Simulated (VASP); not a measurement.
# Al: single point with PBE

The system is Al.

```
CELL_PARAMETERS angstrom
2.14308 0.00000 0.00000
-1.07154 1.85596 0.00000
0.00000 0.00000 3.46698
ATOMIC_POSITIONS crystal
Al 0.33333 0.66667 0.25000
Al 0.66667 0.33333 0.75000
```

```yaml
Program: VASP 6.6.1
Task: single point
Functional: PBE
Potentials_or_basis: VASP PAW PBE potentials, release 64 (Al)
Cutoff: 520 eV
k_mesh: 20 × 20 × 11
Occupations: fermi-dirac, width 0.08 eV
Spin: no spin polarisation
```

The pressure is 404.3 GPa. The band gap on the k mesh is zero (band 3 reaches 25.89 eV, above the bottom of band 4 at 16.56 eV).

Stress tensor (GPa, compression positive):
```
404.32   0.00   0.00
  0.00 404.32   0.00
  0.00   0.00 404.14
```

Levels at points of the mesh, in eV from the Fermi level:
```tsv
k point	band 1	band 2	band 3	band 4	band 5	band 6	band 7
(0.00, 0.00, 0.00)	-17.95	-7.77	-5.43	16.63	16.63	18.06	19.19
(0.50, 0.00, 0.00)	-8.66	-7.61	-0.04	1.53	2.56	4.32	12.17
```

Run time: 40 s on 1 thread of Intel Xeon 8259CL, on a shared host, peak memory 0.11 GiB.
